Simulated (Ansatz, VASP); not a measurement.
## Two plane-wave programs on W

```xyz
1
Lattice="0.0000 2.0468 2.0468 2.0468 0.0000 2.0468 2.0468 2.0468 0.0000" Properties=species:S:1:pos:R:3 pbc="T T T"
W     0.0000    0.0000    0.0000
```

Alike in both runs: task single point; functional PBEsol; k mesh 12 × 12 × 12; occupations fermi-dirac, width 0.05 eV; no spin polarisation.

|  | VASP | Ansatz |
| --- | --- | --- |
| version | VASP 6.6.1 | Ansatz 0.2.0 |
| potentials or method | VASP PAW PBE potentials, release 64 (W_sv), cutoff 520 eV | plane waves, PAW |
| valence electrons in the cell | 14 | 14 |

Ansatz gave:

* pressure (GPa): -18.8

Q: What did VASP give for the same quantities?

A: Pressure (GPa): -18.4.

VASP's potentials were made for PBE, not for PBEsol.

Spin-orbit coupling is off throughout.
